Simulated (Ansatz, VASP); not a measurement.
Two plane-wave programs on Y2Si2F

INCAR

```
PREC     = Accurate       # precision mode
ENCUT    = 520            # plane-wave cutoff, eV
EDIFF    = 1E-7           # SCF threshold, eV
ISMEAR   = 0              # smearing method
SIGMA    = 0.1            # smearing width, eV
LREAL    = False          # projectors in reciprocal space
LASPH    = True           # aspherical terms in the spheres
NELM     = 150            # most SCF steps
ALGO     = Normal         # electronic algorithm
ISIF     = 2              # what is computed and relaxed
LWAVE    = False          # write WAVECAR
LCHARG   = False          # write CHGCAR
ISPIN    = 2              # spin polarisation
MAGMOM   = 0 0 0 0 1      # initial moments
LORBIT   = 11             # projections on sites
LMAXMIX  = 4              # l up to which the mixer works
GGA      = PE             # functional
NBANDS   = 30             # bands
```

Contents of KPOINTS:

```
regular mesh
0
Gamma
  6 6 4
```

The input POSCAR:

```
Y2Si2F
1.0
    5.0317232900      0.0000000000      0.0000000000
   -2.5158616500      4.3576001900      0.0000000000
    0.0000000000      0.0000000000      4.7503779600
Y Si F
2 2 1
Direct
    0.3333333300      0.6666666700      0.0000000000
    0.6666666700      0.3333333300      0.0000000000
    0.0000000000      0.0000000000      0.3015366800
    0.0000000000      0.0000000000      0.6984633200
    0.0000000000      0.0000000000      0.0000000000
```

Input for Ansatz:

```yaml
crystal:
  lattice:
    - [5.03172329, 0.0, 0.0]
    - [-2.51586165, 4.35760019, 0.0]
    - [0.0, 0.0, 4.75037796]
  atoms:
    - { symbol: "Y", position: [0.33333333, 0.66666667, 0.0] }
    - { symbol: "Y", position: [0.66666667, 0.33333333, 0.0] }
    - { symbol: Si, position: [0.0, 0.0, 0.30153668] }
    - { symbol: Si, position: [0.0, 0.0, 0.69846332] }
    - { symbol: F, position: [0.0, 0.0, 0.0], spin: 1.0 }
basis:
  ecutwfc: 420
kpoints:
  mp_grid: { grid: [6, 6, 4] }
hamiltonian:
  xc: pbe
scf:
  occupations: { method: gaussian, width: 0.1 }
  lower_state_search: "off"
output:
  forces: true
  stress: true
  eigenvalues: true
  populations: true
magnetization:
  spin_polarized: true
```

Alike in both runs: task single point; functional PBE; k mesh 6 × 6 × 4; occupations gaussian, width 0.1 eV; collinear spin.

|  | VASP | Ansatz |
| --- | --- | --- |
| version | VASP 6.6.1 | Ansatz 0.2.0 |
| potentials or method | VASP PAW PBE potentials, release 64 (Y_sv, Si, F), cutoff 520 eV | scalar-relativistic, plane waves, PAW |
| valence electrons in the cell | 37 | 37 |

Ansatz gave:

```
gap on the k mesh at the Fermi level (eV) : none
rms of the force components (eV/Å)        : 1.823
net moment per atom (μB)                  : 0.00
```

Question: Estimate VASP's values.

Answer: gap on the k mesh at the Fermi level (eV): none; rms of the force components (eV/Å): 1.879; net moment per atom (μB): 0.00.

Atom by atom the forces differ by 0.056 eV/Å (rms over components). A gap of «none» marks a metal or a gap that the smearing closes. The functional is the same, so the differences come from potentials, cutoffs and numerics. Ansatz's warnings: seeded moment not kept.
